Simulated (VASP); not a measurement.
# MgS in VASP: further runs, part 2 of 2

VASP 6.6.1.

### 4 Single point, r2SCAN (epitaxial xy strain -1.5%)

File POSCAR:

```
MgS
1.0
    0.0000000000      2.7872813356      2.8896763702
    2.7872813356      0.0000000000      2.8896763702
    2.7872813356      2.7872813356      0.0000000000
Mg S
1 1
Direct
    0.0000000000      0.0000000000      0.0000000000
    0.2500000000      0.2500000000      0.2500000000
```

File INCAR.step1:

```
PREC     = Accurate       # precision mode
ENCUT    = 520            # plane-wave cutoff, eV
ISMEAR   = 0              # smearing method
SIGMA    = 0.01           # smearing width, eV
LREAL    = F              # projectors in reciprocal space
LASPH    = T              # aspherical terms in the spheres
NELM     = 100            # most SCF steps
NBANDS   = 11             # bands
GGA      = PE             # functional
ALGO     = Normal         # electronic algorithm
EDIFF    = 1E-4           # SCF threshold, eV
LWAVE    = T              # write WAVECAR
LCHARG   = F              # write CHGCAR
```

File INCAR.step2:

```
PREC     = Accurate       # precision mode
ENCUT    = 520            # plane-wave cutoff, eV
EDIFF    = 1E-6           # SCF threshold, eV
ISMEAR   = 0              # smearing method
SIGMA    = 0.01           # smearing width, eV
LREAL    = F              # projectors in reciprocal space
LASPH    = T              # aspherical terms in the spheres
NELM     = 100            # most SCF steps
ALGO     = Normal         # electronic algorithm
ISIF     = 2              # what is computed and relaxed
LWAVE    = F              # write WAVECAR
LCHARG   = T              # write CHGCAR
METAGGA  = R2SCAN         # meta-GGA
LMIXTAU  = T            
LELF     = T              # ELF
LVHAR    = T            
NBANDS   = 11             # bands
ISTART   = 1
```

File KPOINTS:

```
Automatic mesh
0
Gamma
  8 8 8
```

Launch:

```console
$ cat potpaw_PBE.64/Mg/POTCAR potpaw_PBE.64/S/POTCAR > POTCAR
$ cp INCAR.step1 INCAR
$ mpirun -np 1 vasp_std > vasp.out
$ cp INCAR.step2 INCAR
$ mpirun -np 1 vasp_std > vasp.out
```

Run time: 58 s. Hardware: 1 thread of Intel Xeon 6975P-C (Granite Rapids), shared host; peak memory 0.19 GiB.

Results (log left out):

```
Free energy            : -15.4475 eV
Pressure               : 0.3 GPa
Band gap on the k mesh : 4.14 eV, direct
```

Stress tensor (GPa, compression positive):
```
 0.64  0.00  0.00
 0.00  0.64  0.00
 0.00  0.00 -0.30
```

Levels at points of the mesh, in eV from the valence-band top:
```tsv
k point	band 1	band 2	band 3	band 4	band 5	band 6	band 7	band 8	band 9
(0.00, 0.00, 0.00)	-11.81	-0.11	0.00	0.00	4.14	8.57	8.60	8.60	11.11
(0.50, 0.00, 0.00)	-11.10	-3.22	-0.47	-0.27	5.77	8.04	8.37	9.29	13.72
(0.50, 0.50, 0.00)	-10.91	-3.00	-0.98	-0.98	4.34	6.42	11.90	13.43	13.43
(0.50, 0.00, 0.50)	-10.85	-2.83	-1.16	-1.15	4.25	6.15	12.34	12.87	13.64
```

Caveat: the cell differs from its parent crystal (epitaxial xy strain -1.5%); the PAW data sets were made with another functional, which shifts forces and pressure a little.

### 5 Single point, r2SCAN (strain along [111] +1.9%)

File POSCAR:

```
MgS
1.0
    0.0349141477      2.8657909866      2.8657909866
    2.8657909866      0.0349141477      2.8657909866
    2.8657909866      2.8657909866      0.0349141477
Mg S
1 1
Direct
    0.0010744721      0.0010744721      0.0010744721
    0.2489255279      0.2489255279      0.2489255279
```

File INCAR.step1:

```
PREC = Accurate
ENCUT = 520
ISMEAR = 0
SIGMA = 0.01
LREAL = F
LASPH = T
NELM = 80
NBANDS = 11
GGA = PE
ALGO = Normal
EDIFF = 1E-4
LWAVE = T
LCHARG = F
```

File INCAR.step2:

```
PREC = Accurate
ENCUT = 520
EDIFF = 1E-7
ISMEAR = 0
SIGMA = 0.01
LREAL = F
LASPH = T
NELM = 80
ALGO = Normal
ISIF = 2
LWAVE = F
LCHARG = T
METAGGA = R2SCAN
LMIXTAU = T
LELF = T
LVHAR = T
NBANDS = 11
ISTART = 1
```

File KPOINTS:

```
regular mesh
0
Gamma
  8 8 8
```

Launch:

```console
$ cat potpaw_PBE.64/Mg/POTCAR potpaw_PBE.64/S/POTCAR > POTCAR
$ cp INCAR.step1 INCAR
$ mpirun -np 1 vasp_std > vasp.out
$ cp INCAR.step2 INCAR
$ mpirun -np 1 vasp_std > vasp.out
```

Run time: 56 s. Hardware: 1 thread of Intel Xeon 6975P-C (Granite Rapids), shared host; peak memory 0.18 GiB.

It converged, with:

```yaml
Free_energy: -15.4444 eV
Pressure: -1.3 GPa
Largest_force: 0.003 eV/Å
Band_gap_on_the_k_mesh: 3.99 eV, direct
```

Forces in eV/Å, atoms in the order of the input:
```
Mg  -0.002 -0.002 -0.002
S    0.002  0.002  0.002
```

Stress tensor (GPa, compression positive):
```
-1.34 -0.40 -0.40
-0.40 -1.34 -0.40
-0.40 -0.40 -1.34
```

Levels at points of the mesh, in eV from the valence-band top:
| k point | band 1 | band 2 | band 3 | band 4 | band 5 | band 6 | band 7 | band 8 | band 9 |
| --- | --- | --- | --- | --- | --- | --- | --- | --- | --- |
| (0.00, 0.00, 0.00) | -11.71 | -0.11 | 0.00 | 0.00 | 3.99 | 8.35 | 8.59 | 8.59 | 11.38 |
| (0.50, 0.00, 0.00) | -11.04 | -3.11 | -0.41 | -0.35 | 5.65 | 8.05 | 8.18 | 9.14 | 13.63 |
| (0.50, 0.50, 0.00) | -10.83 | -2.80 | -1.12 | -1.01 | 4.29 | 6.20 | 11.89 | 13.07 | 13.10 |
| (0.50, 0.50, 0.50) | -11.07 | -3.16 | -0.30 | -0.30 | 5.77 | 8.25 | 8.25 | 9.11 | 13.64 |

Caveat: the cell differs from its parent crystal (strain along [111] +1.9%); the PAW data sets were made with another functional, which shifts forces and pressure a little.

### 6 Single point, HSE06 (strain along [111] +1.9%)

POSCAR is that of step 5.

File INCAR.step1:

```
ALGO = Normal ; EDIFF = 1E-5
ENCUT = 520 ; GGA = PE
ISIF = 2 ; ISMEAR = 0
LASPH = True ; LCHARG = False
LREAL = False ; LWAVE = True
NBANDS = 11 ; NELM = 80
PREC = Accurate ; SIGMA = 0.01
```

File INCAR.step2:

```
ALGO = Normal ; EDIFF = 1E-6
ENCUT = 520 ; GGA = PE
HFSCREEN = 0.2079 ; ISIF = 2
ISMEAR = 0 ; ISTART = 1
LASPH = True ; LCHARG = False
LHFCALC = True ; LREAL = False
LWAVE = False ; NBANDS = 11
NELM = 80 ; PREC = Accurate
PRECFOCK = Normal ; SIGMA = 0.01
```

File KPOINTS:

```
k-points
0
Gamma
  6 6 6
```

Potentials or basis: VASP PAW PBE potentials, release 64 (Mg, S).

Launch:

```console
$ cat potpaw_PBE.64/Mg/POTCAR potpaw_PBE.64/S/POTCAR > POTCAR
$ cp INCAR.step1 INCAR
$ mpirun -np 1 vasp_std > vasp.out
$ cp INCAR.step2 INCAR
$ mpirun -np 1 vasp_std > vasp.out
```

Wall time 33 min (1 thread of AMD EPYC 7R13 (Zen 3), shared host); peak memory 0.27 GiB.

The run converged. Its results:

```yaml
Free_energy: -9.8403 eV
Pressure: -1.2 GPa
Largest_force: 0.004 eV/Å
Band_gap_on_the_k_mesh: 4.37 eV, direct
```

Forces on the atoms (eV/Å):
```
Mg  -0.002 -0.002 -0.002
S    0.002  0.002  0.002
```

Stress tensor (GPa, compression positive):
```
-1.20 -0.40 -0.40
-0.40 -1.20 -0.40
-0.40 -0.40 -1.20
```

Levels at points of the mesh, in eV from the valence-band top:
```csv
k point,band 1,band 2,band 3,band 4,band 5,band 6,band 7,band 8,band 9
"(0.00, 0.00, 0.00)",-12.40,-0.11,0.00,0.00,4.37,8.93,9.18,9.18,12.12
"(0.50, 0.00, 0.00)",-11.66,-3.35,-0.44,-0.38,6.09,8.66,8.79,9.72,14.05
"(0.50, 0.50, 0.00)",-11.44,-3.03,-1.19,-1.09,4.83,6.68,12.39,13.56,13.58
"(0.50, 0.50, 0.50)",-11.70,-3.39,-0.33,-0.33,6.20,8.86,8.86,9.69,14.05
```

Caveat: the cell differs from its parent crystal (strain along [111] +1.9%); the PAW data sets were made with another functional, which shifts forces and pressure a little.

### 7 Summary

```csv
level,cell,k mesh,smearing,grid for exact exchange (PRECFOCK),screening parameter,gap on the mesh (eV),pressure (GPa)
PBE,"a = 4.015, b = 4.015, c = 3.942 Å, angles 60.6, 60.6, 58.8°, 2 atoms",8 × 8 × 8,fermi-dirac 0.02 eV,-,-,3.47,1.5
PBE,"a = 4.053 Å, angles 59.2°, 2 atoms",8 × 8 × 8,fermi-dirac 0.02 eV,-,-,3.33,-0.1
r2SCAN,"a = 4.015, b = 4.015, c = 3.942 Å, angles 60.6, 60.6, 58.8°, 2 atoms",8 × 8 × 8,gaussian 0.01 eV,-,-,4.14,0.3
r2SCAN,"a = 4.053 Å, angles 59.2°, 2 atoms",8 × 8 × 8,gaussian 0.01 eV,-,-,3.99,-1.3
HSE06,"a = 4.053 Å, angles 59.2°, 2 atoms",6 × 6 × 6,gaussian 0.01 eV,Normal,0.2079 1/Å,4.37,-1.2
```

Alike in all rows: task single point; potentials or basis VASP PAW PBE potentials, release 64 (Mg, S); no spin polarisation; cutoff (eV) 520.

Caveats: the PAW data sets were made with another functional, which shifts forces and pressure a little (some runs).

Absolute energies hang on the potentials; compare differences alone.
